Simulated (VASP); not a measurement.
A run of VASP 6.6.1 is set up as follows.

File INCAR:

```
SYSTEM = Hf2Pd2Se2Br2O3
PREC = Accurate ; ENCUT = 520
EDIFF = 1E-7 ; ISMEAR = -1
SIGMA = 0.05 ; LREAL = .FALSE.
LASPH = .TRUE. ; NELM = 60
ALGO = Normal ; ISIF = 2
LWAVE = .FALSE. ; LCHARG = .FALSE.
GGA = PE ; NBANDS = 53
```

KPOINTS

```
regular mesh
0
G
  6 6 6
  0 0 0
```

Contents of POSCAR:

```
Hf2Pd2Se2Br2O3
1.0
   -1.8920138055      2.6714912043     12.2899286271
    1.8920138055     -2.6714912043     12.2899286271
    1.8920138055      2.6714912043    -12.2899286271
Hf Pd Se Br O
2 2 2 2 3
Direct
    0.9209884108      0.9209884108      0.0000000000
    0.0790115892      0.0790115892      0.0000000000
    0.6832111353      0.6832111353      0.0000000000
    0.3167888647      0.3167888647      0.0000000000
    0.6177073255      0.1177073255      0.5000000000
    0.3822926745      0.8822926745      0.5000000000
    0.7864427177      0.7864427177      0.0000000000
    0.2135572823      0.2135572823      0.0000000000
    0.9011962451      0.4011962451      0.5000000000
    0.0988037549      0.5988037549      0.5000000000
    0.0000000000      0.0000000000      0.0000000000
```

Potentials or basis: VASP PAW PBE potentials, release 64 (Hf_pv, Pd, Se, Br, O).

Launch:

```console
$ cat potpaw_PBE.64/Hf_pv/POTCAR potpaw_PBE.64/Pd/POTCAR potpaw_PBE.64/Se/POTCAR potpaw_PBE.64/Br/POTCAR potpaw_PBE.64/O/POTCAR > POTCAR
$ mpirun -np 1 vasp_std > vasp.out
```

Question: Estimate the band gap on the k mesh.

Answer: Zero (bands 42 and 43 overlap by 0.08 eV).

Question: Predict the largest force.

Answer: 0.080 eV/Å.

Forces on the atoms (eV/Å):
```
Hf   0.000  0.000  0.038
Hf   0.000  0.000 -0.038
Pd   0.000  0.000  0.005
Pd   0.000  0.000 -0.005
Se   0.000  0.000 -0.012
Se   0.000  0.000  0.012
Br   0.000  0.000  0.011
Br   0.000  0.000 -0.011
O    0.000  0.000  0.080
O    0.000  0.000 -0.080
O    0.000  0.000  0.000
```

Caveat: spin-orbit coupling is left out, which moves the levels of the heavy elements.
